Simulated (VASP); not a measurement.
# Li (C2/c) in VASP: notebook

The runs below take Li through single point, with LDA.

Program: VASP 6.6.1. These are calculated values, not measurements. Logs are shortened: lines on timing, memory, paths and dates and some standing lists are left out, and cuts for length are marked.

### Step 1. The cell of the first run

The structure is monoclinic, space group C2/c (No. 15). The conventional cell has a = 2.879 Å, b = 4.965 Å, c = 4.675 Å, α = 90.00°, β = 90.16°, γ = 90.00°. Within 3.8 Å of Li (site symmetry 2) lie 12 Li at 2.86 to 2.88 Å.

### Step 2. Single point, LDA (volume scaled by 0.88)

File INCAR:

```
SYSTEM = Li
ALGO = Normal ; EDIFF = 1E-6
ENCUT = 520 ; GGA = CA
ISIF = 2 ; ISMEAR = -1
LASPH = .TRUE. ; LCHARG = .FALSE.
LREAL = .FALSE. ; LWAVE = .FALSE.
NBANDS = 10 ; NELM = 80
PREC = Accurate ; SIGMA = 0.1
```

File KPOINTS:

```
k-points
0
G
  15 15 7
  0 0 0
```

File POSCAR:

```
Li
1.0
   -1.9256721353      1.5850661660      1.4190849622
    1.5850661660     -1.9256721353      1.4190849622
    3.5983283863      3.5983283863     -2.0429054188
Li
2
Direct
    0.9575235877      0.0424764123      1.0000000000
    0.7924764123      0.2075235877      0.5000000000
```

Potentials or basis: VASP PAW LDA potentials, release 64 (Li_sv).

The run is started by

```
cat potpaw_LDA.64/Li_sv/POTCAR > POTCAR
mpirun -np 1 vasp_std > vasp.out
```

OUTCAR:

```text
SYSTEM = Li
   EDIFF = 1E-6
   ENCUT = 520
   GGA = CA
   ISIF = 2
   ISMEAR = -1
   LASPH = .TRUE.
   LREAL = .FALSE.
   NELM = 80
   PREC = Accurate

 ion  position               nearest neighbor table
   1  0.958  0.042  0.000-
   2  0.792  0.208  0.500-

  Warning from LATTYP: Got some problem with cell dimensions!
  Tried to take original basis but could not verify dimensions!
  LATTYP: Found a base centered monoclinic cell.
 ALAT       =     2.8787555249
 B/A-ratio  =     1.7246805700
 C/A-ratio  =     1.6240522311
 COS(beta)  =    -0.0028157130

  Lattice vectors:

 A1 = (   1.9256721353,  -1.5850661660,  -1.4190849622)
 A2 = (  -1.5850661660,   1.9256721353,  -1.4190849622)
 A3 = (   3.2577224170,   3.2577224170,   0.7952645056)

Analysis of symmetry for initial positions (statically):
=====================================================================
 Subroutine PRICEL returns:
 Original cell was already a primitive cell.

 Routine SETGRP: Setting up the symmetry group for a
 base centered monoclinic supercell.

 Subroutine GETGRP returns: Found  4 space group operations
 (whereof  2 operations were pure point group operations)
 out of a pool of  4 trial point group operations.

The static configuration has the point symmetry C_2 .
 The point group associated with its full space group is C_2h.

Analysis of symmetry for dynamics (positions and initial velocities):
=====================================================================
 Subroutine PRICEL returns:
 Original cell was already a primitive cell.

 Routine SETGRP: Setting up the symmetry group for a
 base centered monoclinic supercell.

 Subroutine GETGRP returns: Found  4 space group operations
 (whereof  2 operations were pure point group operations)
 out of a pool of  4 trial point group operations.

The dynamic configuration has the point symmetry C_2 .
 The point group associated with its full space group is C_2h.

 Subroutine INISYM returns: Found  4 space group operations
 (whereof  2 operations are pure point group operations),
 and found     1 'primitive' translations

----------------------------------------------------------------------------------------

                                     Primitive cell

  volume of cell :      33.4111

  direct lattice vectors                    reciprocal lattice vectors
    -1.925672135  1.585066166  1.419084962    -0.035089124  0.249751247  0.378101110
     1.585066166 -1.925672135  1.419084962     0.249751247 -0.035089124  0.378101110
     3.598328386  3.598328386 -2.042905419     0.149113017  0.149113017  0.035789812

  length of vectors
     2.869573148  2.869573148  5.483556957     0.454496844  0.454496844  0.213893184

  position of ions in fractional coordinates (direct lattice)
     0.957523588  0.042476412  0.000000000
     0.792476412  0.207523588  0.500000000

  ion indices of the primitive-cell ions
   primitive index   ion index
                 1           1
                 2           2

----------------------------------------------------------------------------------------

 KPOINTS: k-points

Automatic generation of k-mesh.
 Grid dimensions read from file:
 generate k-points for:   15   15    7

 Generating k-lattice:

  Cartesian coordinates                     Fractional coordinates (reciprocal lattice)
    -0.002339275  0.016650083  0.025206741     0.066666667  0.000000000  0.000000000
     0.016650083 -0.002339275  0.025206741     0.000000000  0.066666667  0.000000000
     0.021301860  0.021301860  0.005112830     0.000000000  0.000000000  0.142857143

  Length of vectors
     0.030299790  0.030299790  0.030556169

  Shift w.r.t. Gamma in fractional coordinates (k-lattice)
     0.000000000  0.000000000  0.000000000

 Subroutine IBZKPT returns following result:
 ===========================================

 Found    424 irreducible k-points:

 Following reciprocal coordinates:
            Coordinates               Weight
  0.000000  0.000000  0.000000      1.000000
  0.066667  0.000000  0.000000      4.000000
  0.133333  0.000000 -0.000000      4.000000
  0.200000 -0.000000  0.000000      4.000000
  0.266667  0.000000 -0.000000      4.000000
  0.333333  0.000000 -0.000000      4.000000
[... 16 lines left out ...]
  0.133333  0.133333 -0.000000      2.000000
  0.200000  0.133333 -0.000000      4.000000
 [... further k-points ...]
   k-points           NKPTS =    424   k-points in BZ     NKDIM =    424   number of bands    NBANDS=     10
   number of dos      NEDOS =    301   number of ions     NIONS =      2
   total plane-waves  NPLWV =  24192
   dimension x,y,z NGX =    24 NGY =   24 NGZ =   42
   dimension x,y,z NGXF=    48 NGYF=   48 NGZF=   84
   ions per type =               2
   NGX,Y,Z   is equivalent  to a cutoff of  13.90, 13.90, 12.73 a.u.
   NGXF,Y,Z  is equivalent  to a cutoff of  27.81, 27.81, 25.47 a.u.
 SYSTEM =  Li
   PREC   = accura    normal or accurate (medium, high low for compatibility)
   ISTART =      0    job   : 0-new  1-cont  2-samecut
   ICHARG =      2    charge: 1-file 2-atom 10-const
   ISPIN  =      1    spin polarized calculation?
   LNONCOLLINEAR =      F non collinear calculations
   LSORBIT =      F    spin-orbit coupling
   LASPH  =      T    aspherical Exc in radial PAW
   ENCUT  =  520.0 eV  38.22 Ry    6.18 a.u.   5.34  5.34 10.20*2*pi/ulx,y,z
   NELM   =     80;   NELMIN=  2; NELMDL= -5     # of ELM steps
   EDIFF  = 0.1E-05   stopping-criterion for ELM
   LREAL  =      F    real-space projection
   EDIFFG = 0.1E-04   stopping-criterion for IOM
   NSW    =      0    number of steps for IOM
   IBRION =     -1    ionic relax: 0-MD 1-quasi-New 2-CG
   NFREE  =      0    steps in history (QN), initial steepest desc. (CG)
   ISIF   =      2    stress and relaxation
   ISYM   =      2    0-nonsym 1-usesym 2-fastsym
   POTIM  = 0.5000    time-step for ionic-motion
   TEBEG  =    0.0;   TEEND  =   0.0 temperature during run
   PSTRESS=    0.0 pullay stress
   NELECT =       6.0000    total number of electrons
   NUPDOWN=      -1.0000    fix difference up-down
   EMIN   =  10.00;   EMAX   =-10.00  energy-range for DOS
   EFERMI =   0.00;   METHOD = LEGACY
   ISMEAR =    -1;   SIGMA  =   0.10  broadening in eV -4-tet -1-fermi 0-gaus
   EFERMI_NEDOS =   21; number of points for ismear=-14 and -15
   IALGO  =     38    algorithm
   IMIX   =      4    mixing-type and parameters
     AMIX     =   0.40;   BMIX     =  1.00
     AMIX_MAG =   1.60;   BMIX_MAG =  1.00
  volume/ion in A,a.u.               =      16.71       112.73
  Fermi-wavevector in a.u.,A,eV,Ry     =   0.923623  1.745395 11.606855  0.853080
  Thomas-Fermi vector in A             =   2.049280
   LORBIT       =      0    0 simple, 1 ext, 2 COOP (PROOUT), +10 PAW based schemes
   GGA     = CA    functional components
   LHFCALC =     F    Hartree Fock is set to
   AEXX    =    0.0000 exact exchange contribution
   IVDW    =     0    specifies the selected vdW correction
   LEPSILON=     F    determine dielectric tensor
   LRPA    =     F    only Hartree local field effects (RPA)
 non-spin polarized calculation
  energy-cutoff  :      520.00
  volume of cell :       33.41
 maximum number of plane-waves:       917
 NGX is ok and might be reduce to    24
   NGX = 11   NGY = 11   NGZ = 21

 number of electron       5.9999990 magnetization

 Free energy of the ion-electron system (eV)
  ---------------------------------------------------
  ext. energy  EPLUGINS =         0.00000000
  ---------------------------------------------------
  free energy    TOTEN  =        -4.07582589 eV

  energy without entropy =       -4.04359329  energy(sigma->0) =       -4.05970959

 E-fermi :   1.1824     XC(G=0):  -7.6507

 val. band max:        1.1800249143   @ k =   0.4667   0.2667   0.4286
 cond. band min:       1.1930755076   @ k =   0.2667   0.2667   0.2857
 fundamental gap:      0.0130505933
 Fermi energy:         1.1823977946

 k-point     1 :       0.0000    0.0000    0.0000
  band No.  band energies     occupation
      1     -44.1330      2.00000
      2     -44.0900      2.00000
      3      -2.5221      2.00000
      4       1.0902      1.43109
      5       4.8864      0.00000
      6      15.1215      0.00000
      7      15.2149      0.00000
      8      16.7538      0.00000
      9      16.7934      0.00000
     10      17.5707      0.00000

 k-point     2 :       0.0667    0.0000    0.0000
  band No.  band energies     occupation
      1     -44.1309      2.00000
      2     -44.0896      2.00000
      3      -2.4287      2.00000
      4       1.0830      1.45968
      5       5.0647      0.00000
      6      14.3245      0.00000
      7      14.6048      0.00000
      8      16.7196      0.00000
      9      17.1511      0.00000
     10      17.2784      0.00000

 k-point     3 :       0.1333    0.0000   -0.0000
  band No.  band energies     occupation
      1     -44.1251      2.00000
      2     -44.0887      2.00000
      3      -2.1477      2.00000
      4       1.0803      1.47022
      5       5.5701      0.00000
      6      12.6663      0.00000
      7      13.6915      0.00000
      8      16.2497      0.00000
      9      16.4230      0.00000
     10      17.0596      0.00000

 k-point     4 :       0.2000   -0.0000    0.0000
  band No.  band energies     occupation
      1     -44.1164      2.00000
      2     -44.0874      2.00000
      3      -1.6764      2.00000
      4       1.1206      1.29939
      5       6.3113      0.00000
      6      10.9687      0.00000
      7      12.9031      0.00000
      8      14.0552      0.00000
      9      15.6006      0.00000
     10      16.1617      0.00000
[... 222 lines left out ...]
 k-point    22 :      -0.0667    0.0667    0.0000
  band No.  band energies     occupation
      1     -44.1314      2.00000
      2     -44.0891      2.00000
      3      -2.4489      2.00000
      4       1.1965      0.92982
      5       4.8983      0.00000
      6      14.3908      0.00000
      7      14.5062      0.00000
      8      16.7893      0.00000
      9      17.1425      0.00000
     10      17.4793      0.00000

 k-point    23 :       0.1333    0.1333   -0.0000
  band No.  band energies     occupation
      1     -44.1106      2.00000
      2     -44.0881      2.00000
      3      -1.3087      2.00000
      4       0.9230      1.86096
      5       7.2044      0.00000
      6      10.4668      0.00000
      7      11.5576      0.00000
      8      13.7331      0.00000
      9      14.2164      0.00000
     10      15.0864      0.00000

 k-point    24 :       0.2000    0.1333   -0.0000
  band No.  band energies     occupation
      1     -44.1013      2.00000
      2     -44.0870      2.00000
      3      -0.6000      2.00000
      4       1.0289      1.64560
      5       8.0079      0.00000
      6       9.2496      0.00000
      7      10.1497      0.00000
      8      12.1740      0.00000
      9      13.3073      0.00000
     10      14.5739      0.00000

 [... further k-points ...]
[... 5 lines left out ...]
  --------------------------------------------------------------------------------------
  -------------------------------------------------------------------------------------
  Total        0.4835483      0.4835483      0.4468911      0.0290033      0.0054825      0.0054825
  in kB       23.1877788     23.1877788     21.4299418      1.3908069      0.2629035      0.2629033
  external PRESSURE =      22.6018331 kB  Pullay stress =       0.0000000 kB

 VOLUME and BASIS-vectors are now :
 -----------------------------------------------------------------------------
  energy-cutoff  :      520.00
  volume of cell :       33.41
      direct lattice vectors                 reciprocal lattice vectors
    -1.925672135  1.585066166  1.419084962    -0.035089124  0.249751247  0.378101110
     1.585066166 -1.925672135  1.419084962     0.249751247 -0.035089124  0.378101110
     3.598328386  3.598328386 -2.042905419     0.149113017  0.149113017  0.035789812

 POSITION                                       TOTAL-FORCE (eV/Angst)
 -----------------------------------------------------------------------------------
     -1.77655      1.43594      1.41908        -0.000079      0.000079     -0.000000
      0.60205      2.65567      0.39763         0.000079     -0.000079      0.000000
 -----------------------------------------------------------------------------------
    total drift:                               -0.000000     -0.000000      0.000000

  FREE ENERGIE OF THE ION-ELECTRON SYSTEM (eV)
  ---------------------------------------------------
  free  energy   TOTEN  =        -4.0758258950 eV

  energy  without entropy=       -4.0435932889  energy(sigma->0) =       -4.05970959
```

It took 2.2 min on 1 thread of Oxide Virtual Turin-like, shared host; peak memory 0.18 GiB.

What came out:

```yaml
Free_energy: -4.0758 eV
Band_gap_on_the_k_mesh: zero (band 3 reaches 3.53 eV, above the bottom of band 4 at -1.26 eV)
```

Caveat: the cell differs from its parent crystal (volume scaled by 0.88); the cutoff is under 1.25 times the usual one of these potentials, so pressure, stress and relaxed cells hold a basis-set (Pulay) error.

### Step 3. Single point, LDA (volume scaled by 0.92)

File INCAR:

```
PREC = Accurate
ENCUT = 520
EDIFF = 1E-7
ISMEAR = -1
SIGMA = 0.1
LREAL = F
LASPH = T
NELM = 80
ALGO = Normal
ISIF = 2
LWAVE = F
LCHARG = F
NBANDS = 10
```

File KPOINTS:

```
regular mesh
0
Gamma
  15 15 7
```

File POSCAR:

```
Li
1.0
   -1.9544177485      1.6087273584      1.4402684578
    1.6087273584     -1.9544177485      1.4402684578
    3.6520426992      3.6520426992     -2.0734010404
Li
2
Direct
    0.9575235877      0.0424764123      1.0000000000
    0.7924764123      0.2075235877      0.5000000000
```

Potentials or basis: VASP PAW LDA potentials, release 64 (Li_sv).

The run is started by

```
cat potpaw_LDA.64/Li_sv/POTCAR > POTCAR
mpirun -np 1 vasp_std > vasp.out
```

Wall time 3 min (1 thread of Oxide Virtual Turin-like, shared host); peak memory 0.19 GiB.

Results (log left out):

```
Free energy            : -4.0941 eV
Band gap on the k mesh : zero (band 3 reaches 3.33 eV, above the bottom of band 4 at -1.37 eV)
```

Levels at points of the mesh, in eV from the Fermi level:
| k point | band 1 | band 2 | band 3 | band 4 | band 5 | band 6 | band 7 |
| --- | --- | --- | --- | --- | --- | --- | --- |
| (0.00, 0.00, 0.00) | -45.38 | -45.35 | -3.66 | -0.07 | 3.53 | 13.51 | 13.61 |

Caveat: the cell differs from its parent crystal (volume scaled by 0.92); the cutoff is under 1.25 times the usual one of these potentials, so pressure, stress and relaxed cells hold a basis-set (Pulay) error.

### Step 4. Single point, LDA (volume scaled by 0.96)

File INCAR:

```
PREC = Accurate ; ENCUT = 520
EDIFF = 1E-6 ; ISMEAR = -1
SIGMA = 0.1 ; LREAL = False
LASPH = True ; NELM = 100
ALGO = Normal ; ISIF = 2
LWAVE = False ; LCHARG = True
GGA = CA ; LELF = True
LVHAR = True ; NBANDS = 10
```

KPOINTS is that of step 3.

File POSCAR:

```
Li
1.0
   -1.9823417747      1.6317122832      1.4608465017
    1.6317122832     -1.9823417747      1.4608465017
    3.7042217874      3.7042217874     -2.1030250577
Li
2
Direct
    0.9575235877      0.0424764123      1.0000000000
    0.7924764123      0.2075235877      0.5000000000
```

The run is started by

```
cat potpaw_LDA.64/Li_sv/POTCAR > POTCAR
mpirun -np 1 vasp_std > vasp.out
```

Run time: 2.3 min. Hardware: 1 thread of Oxide Virtual Turin-like, shared host; peak memory 0.19 GiB.

The run converged. Its results:

- Free energy: -4.1043 eV
- Band gap on the k mesh: zero (band 3 reaches 3.15 eV, above the bottom of band 4 at -1.47 eV)

Levels at points of the mesh, in eV from the Fermi level:
```tsv
k point	band 1	band 2	band 3	band 4	band 5	band 6
(0.00, 0.00, 0.00)	-45.45	-45.42	-3.61	-0.05	3.37	13.12
```

Caveat: the cell differs from its parent crystal (volume scaled by 0.96); the cutoff is under 1.25 times the usual one of these potentials, so pressure, stress and relaxed cells hold a basis-set (Pulay) error.

### Step 5. Single point, LDA

This run uses another cell than the first one, of 18.98 Å³/atom, 1.136 times its volume.

File INCAR:

```
SYSTEM = Li
  PREC = Accurate
  ENCUT = 520
  EDIFF = 1E-7
  ISMEAR = -1
  SIGMA = 0.1
  LREAL = .FALSE.
  LASPH = .TRUE.
  NELM = 100
  ALGO = Normal
  ISIF = 2
  LWAVE = .FALSE.
  LCHARG = .FALSE.
  GGA = CA
  NBANDS = 10
```

File KPOINTS:

```
regular mesh
0
G
  15 15 7
  0 0 0
```

File POSCAR:

```
Li
1.0
   -2.0095005163      1.6540672841      1.4808605847
    1.6540672841     -2.0095005163      1.4808605847
    3.7549708579      3.7549708579     -2.1318372004
Li
2
Direct
    0.9575235877      0.0424764123      1.0000000000
    0.7924764123      0.2075235877      0.5000000000
```

The run is started by

```
cat potpaw_LDA.64/Li_sv/POTCAR > POTCAR
mpirun -np 1 vasp_std > vasp.out
```

Wall time 3 min (1 thread of Oxide Virtual Turin-like, shared host); peak memory 0.19 GiB.

It converged, with:

* Free energy: -4.1076 eV
* Band gap on the k mesh: zero (band 3 reaches 2.98 eV, above the bottom of band 4 at -1.57 eV)

Levels at points of the mesh, in eV from the Fermi level:
| k point | band 1 | band 2 | band 3 | band 4 | band 5 | band 6 |
| --- | --- | --- | --- | --- | --- | --- |
| (0.00, 0.00, 0.00) | -45.52 | -45.49 | -3.57 | -0.03 | 3.22 | 12.75 |

Caveat: the cutoff is under 1.25 times the usual one of these potentials, so pressure, stress and relaxed cells hold a basis-set (Pulay) error.

### Step 6. The runs side by side

| cell | gap on the mesh (eV) |
| --- | --- |
| a = 2.870, b = 2.870, c = 5.484 Å, angles 105.2, 105.2, 119.8°, 2 atoms | none |
| a = 2.912, b = 2.912, c = 5.565 Å, angles 105.2, 105.2, 119.8°, 2 atoms | none |
| a = 2.954, b = 2.954, c = 5.645 Å, angles 105.2, 105.2, 119.8°, 2 atoms | none |
| a = 2.994, b = 2.994, c = 5.722 Å, angles 105.2, 105.2, 119.8°, 2 atoms | none |

Alike in all rows: task single point; level LDA; potentials or basis VASP PAW LDA potentials, release 64 (Li_sv); no spin polarisation; k mesh 15 × 15 × 7; cutoff (eV) 520; smearing fermi-dirac 0.1 eV.

Caveats: the cutoff is under 1.25 times the usual one of these potentials, so pressure, stress and relaxed cells hold a basis-set (Pulay) error.

Total energies depend on the potentials used, so only differences within one code and one set of settings carry meaning.
